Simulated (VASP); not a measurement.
# LiSi16 (a cell with a defect) in VASP: further runs

LiSi16 (a cell with a defect) is run at these levels: PBE; tasks: single point.

All numbers are computed with VASP 6.6.1; they aren't measurements. Logs are shortened: lines on timing, memory, paths and dates and some standing lists are left out, and cuts for length are marked.

### Step 1. The cell of the first run

The cell holds a defect, 17 atoms: a = 7.679 Å, b = 7.679 Å, c = 7.679 Å, α = 60.00°, β = 60.00°, γ = 60.00°.

### Step 2. Single point, PBE

File INCAR:

```
  ALGO = Normal
  EDIFF = 1E-6
  ENCUT = 520
  GGA = PE
  ISIF = 2
  ISMEAR = -1
  LASPH = True
  LCHARG = True
  LELF = True
  LREAL = Auto
  LVHAR = True
  LWAVE = False
  NBANDS = 48
  NELECT = 66.0
  NELM = 60
  PREC = Accurate
  SIGMA = 0.05
```

File KPOINTS:

```
k-points
0
Gamma
  2 2 2
```

File POSCAR:

```
LiSi16
1.0
    0.0000000000      5.4300000000      5.4300000000
    5.4300000000      0.0000000000      5.4300000000
    5.4300000000      5.4300000000      0.0000000000
Si Li
16 1
Direct
   -0.0023068025      0.0018058398     -0.0015060836
    0.1223629405      0.1316588403      0.1232337746
   -0.0023201555      0.0017840333      0.5025027871
    0.1271366817      0.1240177331      0.6246523115
   -0.0004280500      0.4998030900      0.0005948639
    0.1223540645      0.6225435767      0.1232184391
   -0.0023197267      0.4978574865      0.5024905036
    0.1223334512      0.6225183658      0.6324454208
    0.5016140548      0.0018156768     -0.0014915898
    0.6238497862      0.1240322310      0.1279019498
    0.4996769674     -0.0001482107      0.5004475702
    0.6238393510      0.1240170751      0.6246638762
    0.5016105143      0.4978767509     -0.0015003163
    0.6314299327      0.6225648208      0.1232487076
    0.5015947215      0.4978581248      0.5025128378
    0.6238403355      0.6273094234      0.6246567380
    0.2495483333      0.7497901423      0.2506319095
```

Potentials or basis: VASP PAW PBE potentials, release 64 (Si, Li_sv).

Command:

```console
> cat potpaw_PBE.64/Si/POTCAR potpaw_PBE.64/Li_sv/POTCAR > POTCAR
> mpirun -np 1 vasp_std > vasp.out
```

OUTCAR:

```text
EDIFF = 1E-6
   ENCUT = 520
   GGA = PE
   ISIF = 2
   ISMEAR = -1
   LASPH = True
   LREAL = Auto
   NELECT = 66.0
   NELM = 60
   PREC = Accurate

 ion  position               nearest neighbor table
   1  0.998  0.002  0.998-   4 2.34  10 2.34   6 2.38   2 2.38  17 2.74
   2  0.122  0.132  0.123-   5 2.31   9 2.38   1 2.38   3 2.38  17 2.39
   3  0.998  0.002  0.503-   4 2.34  12 2.34   8 2.38   2 2.38  17 2.74
   4  0.127  0.124  0.625-  11 2.34   7 2.34   3 2.34   1 2.34
   5  1.000  0.500  0.001-  14 2.31   2 2.31   6 2.31   8 2.31
   6  0.122  0.623  0.123-   5 2.31  13 2.38   1 2.38   7 2.38  17 2.39
   7  0.998  0.498  0.502-   4 2.34  16 2.34   8 2.38   6 2.38  17 2.74
   8  0.122  0.623  0.632-   5 2.31  15 2.38   3 2.38   7 2.38  17 2.39
   9  0.502  0.002  0.999-  12 2.34  10 2.34  14 2.38   2 2.38  17 2.74
  10  0.624  0.124  0.128-  11 2.34   1 2.34  13 2.34   9 2.34
  11  0.500  1.000  0.500-   4 2.34  16 2.34  12 2.34  10 2.34
  12  0.624  0.124  0.625-  11 2.34   3 2.34  15 2.34   9 2.34
  13  0.502  0.498  0.998-  16 2.34  10 2.34  14 2.38   6 2.38  17 2.74
  14  0.631  0.623  0.123-   5 2.31   9 2.38  13 2.38  15 2.38  17 2.39
  15  0.502  0.498  0.503-  16 2.34  12 2.34   8 2.38  14 2.38  17 2.74
  16  0.624  0.627  0.625-  11 2.34   7 2.34  15 2.34  13 2.34
  17  0.250  0.750  0.251-   8 2.39   6 2.39   2 2.39  14 2.39   7 2.74   3 2.74  15 2.74   1 2.74
                            13 2.74   9 2.74

  LATTYP: Found a face centered cubic cell.
 ALAT       =    10.8600000000

  Lattice vectors:

 A1 = (   0.0000000000,   5.4300000000,   5.4300000000)
 A2 = (   5.4300000000,   0.0000000000,   5.4300000000)
 A3 = (   5.4300000000,   5.4300000000,   0.0000000000)

Analysis of symmetry for initial positions (statically):
=====================================================================
 Subroutine PRICEL returns:
 Original cell was already a primitive cell.

 Routine SETGRP: Setting up the symmetry group for a
 face centered cubic supercell.

 Subroutine GETGRP returns: Found  1 space group operations
 (whereof  1 operations were pure point group operations)
 out of a pool of 48 trial point group operations.

The static configuration has the point symmetry C_1 .

Analysis of symmetry for dynamics (positions and initial velocities):
=====================================================================
 Subroutine PRICEL returns:
 Original cell was already a primitive cell.

 Routine SETGRP: Setting up the symmetry group for a
 face centered cubic supercell.

 Subroutine GETGRP returns: Found  1 space group operations
 (whereof  1 operations were pure point group operations)
 out of a pool of 48 trial point group operations.

The dynamic configuration has the point symmetry C_1 .

 Subroutine INISYM returns: Found  1 space group operations
 (whereof  1 operations are pure point group operations),
 and found     1 'primitive' translations

----------------------------------------------------------------------------------------

                                     Primitive cell

  volume of cell :     320.2060

  direct lattice vectors                    reciprocal lattice vectors
     0.000000000  5.430000000  5.430000000    -0.092081031  0.092081031  0.092081031
     5.430000000  0.000000000  5.430000000     0.092081031 -0.092081031  0.092081031
     5.430000000  5.430000000  0.000000000     0.092081031  0.092081031 -0.092081031

  length of vectors
     7.679179644  7.679179644  7.679179644     0.159489025  0.159489025  0.159489025

  position of ions in fractional coordinates (direct lattice)
     0.997693197  0.001805840  0.998493916
     0.122362940  0.131658840  0.123233775
     0.997679844  0.001784033  0.502502787
     0.127136682  0.124017733  0.624652312
     0.999571950  0.499803090  0.000594864
     0.122354065  0.622543577  0.123218439
[... 9 lines left out ...]
     0.623840335  0.627309423  0.624656738
     0.249548333  0.749790142  0.250631910

  ion indices of the primitive-cell ions
   primitive index   ion index
                 1           1
                 2           2
                 3           3
                 4           4
                 5           5
                 6           6
[... 9 lines left out ...]
                16          16
                17          17

----------------------------------------------------------------------------------------

 KPOINTS: k-points

Automatic generation of k-mesh.
 Grid dimensions read from file:
 generate k-points for:    2    2    2

 Generating k-lattice:

  Cartesian coordinates                     Fractional coordinates (reciprocal lattice)
    -0.046040516  0.046040516  0.046040516     0.500000000  0.000000000  0.000000000
     0.046040516 -0.046040516  0.046040516     0.000000000  0.500000000  0.000000000
     0.046040516  0.046040516 -0.046040516     0.000000000  0.000000000  0.500000000

  Length of vectors
     0.079744512  0.079744512  0.079744512

  Shift w.r.t. Gamma in fractional coordinates (k-lattice)
     0.000000000  0.000000000  0.000000000

 Subroutine IBZKPT returns following result:
 ===========================================

 Found      8 irreducible k-points:

 Following reciprocal coordinates:
            Coordinates               Weight
  0.000000  0.000000  0.000000      1.000000
  0.500000  0.000000  0.000000      1.000000
  0.000000  0.500000  0.000000      1.000000
  0.000000  0.000000  0.500000      1.000000
  0.500000  0.500000  0.500000      1.000000
  0.500000  0.500000  0.000000      1.000000
  0.000000  0.500000  0.500000      1.000000
  0.500000  0.000000  0.500000      1.000000
   k-points           NKPTS =      8   k-points in BZ     NKDIM =      8   number of bands    NBANDS=     48
   number of dos      NEDOS =    301   number of ions     NIONS =     17
   total plane-waves  NPLWV = 216000
   dimension x,y,z NGX =    60 NGY =   60 NGZ =   60
   dimension x,y,z NGXF=   120 NGYF=  120 NGZF=  120
   ions per type =              16   1
   NGX,Y,Z   is equivalent  to a cutoff of  12.99, 12.99, 12.99 a.u.
   NGXF,Y,Z  is equivalent  to a cutoff of  25.98, 25.98, 25.98 a.u.
 SYSTEM =  unknown system
   PREC   = accura    normal or accurate (medium, high low for compatibility)
   ISTART =      0    job   : 0-new  1-cont  2-samecut
   ICHARG =      2    charge: 1-file 2-atom 10-const
   ISPIN  =      1    spin polarized calculation?
   LNONCOLLINEAR =      F non collinear calculations
   LSORBIT =      F    spin-orbit coupling
   LASPH  =      T    aspherical Exc in radial PAW
   ENCUT  =  520.0 eV  38.22 Ry    6.18 a.u.  14.28 14.28 14.28*2*pi/ulx,y,z
   NELM   =     60;   NELMIN=  2; NELMDL= -5     # of ELM steps
   EDIFF  = 0.1E-05   stopping-criterion for ELM
   LREAL  =      T    real-space projection
   EDIFFG = 0.1E-04   stopping-criterion for IOM
   NSW    =      0    number of steps for IOM
   IBRION =     -1    ionic relax: 0-MD 1-quasi-New 2-CG
   NFREE  =      0    steps in history (QN), initial steepest desc. (CG)
   ISIF   =      2    stress and relaxation
   ISYM   =      2    0-nonsym 1-usesym 2-fastsym
   POTIM  = 0.5000    time-step for ionic-motion
   TEBEG  =    0.0;   TEEND  =   0.0 temperature during run
   PSTRESS=    0.0 pullay stress
   NELECT =      66.0000    total number of electrons
   NUPDOWN=      -1.0000    fix difference up-down
   EMIN   =  10.00;   EMAX   =-10.00  energy-range for DOS
   EFERMI =   0.00;   METHOD = LEGACY
   ISMEAR =    -1;   SIGMA  =   0.05  broadening in eV -4-tet -1-fermi 0-gaus
   EFERMI_NEDOS =   21; number of points for ismear=-14 and -15
   IALGO  =     38    algorithm
   IMIX   =      4    mixing-type and parameters
     AMIX     =   0.40;   BMIX     =  1.00
     AMIX_MAG =   1.60;   BMIX_MAG =  1.00
  volume/ion in A,a.u.               =      18.84       127.11
  Fermi-wavevector in a.u.,A,eV,Ry     =   0.967044  1.827449 12.723821  0.935174
  Thomas-Fermi vector in A             =   2.096897
   LORBIT       =      0    0 simple, 1 ext, 2 COOP (PROOUT), +10 PAW based schemes
   GGA     = PE    functional components
   LHFCALC =     F    Hartree Fock is set to
   AEXX    =    0.0000 exact exchange contribution
   IVDW    =     0    specifies the selected vdW correction
   LEPSILON=     F    determine dielectric tensor
   LRPA    =     F    only Hartree local field effects (RPA)
 non-spin polarized calculation
  energy-cutoff  :      520.00
  volume of cell :      320.21
 maximum number of plane-waves:      8646
 NGX is ok and might be reduce to    60
   NGX = 29   NGY = 29   NGZ = 29

 number of electron      65.9999997 magnetization

 Free energy of the ion-electron system (eV)
  ---------------------------------------------------
  ext. energy  EPLUGINS =         0.00000000
  ---------------------------------------------------
  free energy    TOTEN  =       -93.51421203 eV

  energy without entropy =      -93.51322780  energy(sigma->0) =      -93.51371991

 E-fermi :   6.3586     XC(G=0):  -9.4410

 val. band max:        6.0411559518   @ k =   0.0000   0.0000   0.0000
 cond. band min:       6.6838337039   @ k =   0.0000   0.0000   0.0000
 fundamental gap:      0.6426777522
 Fermi energy:         6.3586175371

 k-point     1 :       0.0000    0.0000    0.0000
  band No.  band energies     occupation
      1     -40.3796      2.00000
      2      -5.9236      2.00000
      3      -3.6723      2.00000
      4      -3.6117      2.00000
      5      -3.6116      2.00000
      6      -3.6116      2.00000
[... 37 lines left out ...]
     44       8.3496      0.00000
     45       8.3499      0.00000

 k-point     2 :       0.5000    0.0000    0.0000
  band No.  band energies     occupation
      1     -40.3796      2.00000
      2      -5.1967      2.00000
      3      -5.0689      2.00000
      4      -3.3547      2.00000
      5      -3.3128      2.00000
      6      -3.3126      2.00000
[... 280 lines left out ...]
 k-point     8 :       0.5000    0.0000    0.5000
  band No.  band energies     occupation
      1     -40.3796      2.00000
      2      -4.9065      2.00000
      3      -4.8159      2.00000
      4      -3.9268      2.00000
      5      -3.8956      2.00000
      6      -3.8955      2.00000
[... 37 lines left out ...]
     44      10.3330      0.00000
     45      10.4009      0.00000
 [bands above 45 left out]

------------------------ aborting loop because EDIFF is reached ----------------------------------------

  FORCE on cell =-STRESS in cart. coord.  units (eV):
  Direction    XX          YY          ZZ          XY          YZ          ZX
  --------------------------------------------------------------------------------------
  -------------------------------------------------------------------------------------
  Total       -1.1537881     -1.1533385     -1.1578829     -0.0003084      0.0008786      0.0007333
  in kB       -5.7730741     -5.7708246     -5.7935629     -0.0015430      0.0043964      0.0036693
  external PRESSURE =      -5.7791539 kB  Pullay stress =       0.0000000 kB

 VOLUME and BASIS-vectors are now :
 -----------------------------------------------------------------------------
  energy-cutoff  :      520.00
  volume of cell :      320.21
      direct lattice vectors                 reciprocal lattice vectors
     0.000000000  5.430000000  5.430000000    -0.092081031  0.092081031  0.092081031
     5.430000000  0.000000000  5.430000000     0.092081031 -0.092081031  0.092081031
     5.430000000  5.430000000  0.000000000     0.092081031  0.092081031 -0.092081031

 POSITION                                       TOTAL-FORCE (eV/Angst)
 -----------------------------------------------------------------------------------
      5.43163     10.83930      5.42728         0.000587      0.001501     -0.000174
      1.38407      1.33359      1.37934         0.003093     -0.003137      0.003288
      2.73828      8.14599      5.42709        -0.000247      0.000038     -0.000298
      4.06528      4.08221      1.36377         0.001845     -0.001201     -0.002121
      2.71716      5.43091      8.14161        -0.001522     -0.000645      0.002376
      4.04949      1.33346      4.04479        -0.003057     -0.003439     -0.002664
[... 9 lines left out ...]
      6.79818      6.77934      6.79374        -0.000728      0.001478     -0.001909
      5.43229      2.71598      5.42641        -0.001534     -0.000104      0.002216
 -----------------------------------------------------------------------------------
    total drift:                               -0.003793      0.000524      0.003312

  FREE ENERGIE OF THE ION-ELECTRON SYSTEM (eV)
  ---------------------------------------------------
  free  energy   TOTEN  =       -93.5142120316 eV

  energy  without entropy=      -93.5132277978  energy(sigma->0) =      -93.51371991
```

Run time: 3.6 min. Hardware: 1 thread of Intel Xeon Platinum 8488C (Sapphire Rapids), shared host; peak memory 0.48 GiB.

What came out:

* Free energy: -93.5142 eV
* Largest force: 0.006 eV/Å

Forces in eV/Å, atoms in the order of the input:
```
Si   0.001  0.002  0.000
Si   0.003 -0.003  0.003
Si   0.000  0.000  0.000
Si   0.002 -0.001 -0.002
Si  -0.002 -0.001  0.002
Si  -0.003 -0.003 -0.003
Si   0.000  0.000  0.000
Si   0.003  0.003 -0.003
Si  -0.001  0.000 -0.003
Si   0.000 -0.001  0.000
Si  -0.001  0.000  0.001
Si   0.001  0.001  0.000
Si   0.002  0.000  0.000
Si  -0.004  0.003  0.003
Si   0.000 -0.001  0.000
Si  -0.001  0.001 -0.002
Li  -0.002  0.000  0.002
```

Caveat: the k points lie up to 0.50 Å⁻¹ apart; the cell carries a net charge on a neutralising background, which shifts energy and pressure; the cell is charged against a uniform background, so pressure and absolute levels hang on convention; the cutoff is under 1.25 times the usual one of these potentials, so pressure, stress and relaxed cells hold a basis-set (Pulay) error.

### Step 3. Single point, PBE

File INCAR:

```
PREC     = Accurate       # precision mode
ENCUT    = 520            # plane-wave cutoff, eV
EDIFF    = 1E-6           # SCF threshold, eV
ISMEAR   = -1             # smearing method
SIGMA    = 0.05           # smearing width, eV
LREAL    = Auto         
LASPH    = T              # aspherical terms in the spheres
NELM     = 80             # most SCF steps
ALGO     = Normal         # electronic algorithm
ISIF     = 2              # what is computed and relaxed
LWAVE    = F              # write WAVECAR
LCHARG   = F              # write CHGCAR
GGA      = PE             # functional
NBANDS   = 48             # bands
NELECT   = 66.0
```

File KPOINTS:

```
regular mesh
0
Gamma
  2 2 2
```

File POSCAR:

```
LiSi16
1.0
    0.0000000000      5.4300000000      5.4300000000
    5.4300000000      0.0000000000      5.4300000000
    5.4300000000      5.4300000000      0.0000000000
Si Li
16 1
Direct
    0.0008476648      0.0003941461      0.0011027134
    0.1250228728      0.1246059213      0.1252577982
    0.0008518862      0.0003987650      0.4977993379
    0.1230642190      0.1225634233      0.6272622490
    0.0008319948      0.4971492232      0.0010881400
    0.1230365521      0.6265537354      0.1233215459
   -0.0068252304      0.5018347905      0.5025779916
    0.1230430687      0.6265588999      0.6272456846
    0.4975652381      0.0003911992      0.0011002403
    0.6270070671      0.1225527907      0.1233378206
    0.5023335436     -0.0073711607      0.5026012690
    0.6270119378      0.1225594436      0.6272593338
    0.5022946353      0.5018198438     -0.0065124328
    0.6269895496      0.6265504334      0.1233178660
    0.5023037689      0.5018291330      0.5025726423
    0.6250286567      0.6244775242      0.6253443822
    0.3750309347      0.3744449882      0.3753651979
```

Potentials or basis: VASP PAW PBE potentials, release 64 (Si, Li_sv).

Command:

```console
> cat potpaw_PBE.64/Si/POTCAR potpaw_PBE.64/Li_sv/POTCAR > POTCAR
> mpirun -np 1 vasp_std > vasp.out
```

Run time: 3.4 min. Hardware: 1 thread of Intel Xeon Platinum 8488C (Sapphire Rapids), shared host; peak memory 0.48 GiB.

Results (log left out):

| Quantity | Value |
| --- | --- |
| Free energy | -93.5142 eV |
| Largest force | 0.006 eV/Å |

Forces on the atoms (eV/Å):
```
Si   0.000 -0.001 -0.001
Si   0.000 -0.001  0.001
Si   0.000  0.001 -0.001
Si   0.000  0.001 -0.001
Si   0.000 -0.001  0.001
Si   0.000  0.001  0.000
Si   0.003 -0.003 -0.004
Si   0.000  0.001 -0.001
Si  -0.001  0.000  0.001
Si   0.000  0.000  0.000
Si  -0.002  0.003 -0.003
Si   0.000  0.001 -0.001
Si  -0.003 -0.003  0.003
Si   0.000  0.000 -0.001
Si   0.003  0.004  0.003
Si   0.001 -0.002  0.003
Li   0.000  0.000  0.001
```

Levels at points of the mesh, in eV from the Fermi level:
| k point | band 30 | band 31 | band 32 | band 33 | band 34 | band 35 | band 36 | band 37 |
| --- | --- | --- | --- | --- | --- | --- | --- | --- |
| (0.00, 0.00, 0.00) | -1.45 | -0.32 | -0.32 | -0.32 | 0.33 | 0.33 | 0.33 | 0.40 |
| (0.50, 0.00, 0.00) | -1.13 | -1.13 | -1.04 | -1.04 | 0.88 | 1.08 | 1.08 | 1.27 |
| (0.00, 0.50, 0.00) | -1.13 | -1.13 | -1.04 | -1.04 | 0.88 | 1.08 | 1.08 | 1.27 |
| (0.00, 0.00, 0.50) | -1.13 | -1.13 | -1.04 | -1.04 | 0.88 | 1.08 | 1.08 | 1.27 |
| (0.50, 0.50, 0.50) | -1.13 | -1.13 | -1.04 | -1.04 | 0.88 | 1.08 | 1.08 | 1.27 |
| (0.50, 0.50, 0.00) | -1.68 | -1.68 | -1.63 | -1.59 | 0.75 | 0.82 | 1.88 | 1.99 |
| (0.00, 0.50, 0.50) | -1.68 | -1.68 | -1.63 | -1.59 | 0.75 | 0.82 | 1.88 | 1.99 |
| (0.50, 0.00, 0.50) | -1.68 | -1.68 | -1.63 | -1.59 | 0.75 | 0.82 | 1.88 | 1.99 |

Caveat: the k points lie up to 0.50 Å⁻¹ apart; the cell carries a net charge on a neutralising background, which shifts energy and pressure; the cell is charged against a uniform background, so pressure and absolute levels hang on convention; the cutoff is under 1.25 times the usual one of these potentials, so pressure, stress and relaxed cells hold a basis-set (Pulay) error.

(Continued in part 2 of 2.)
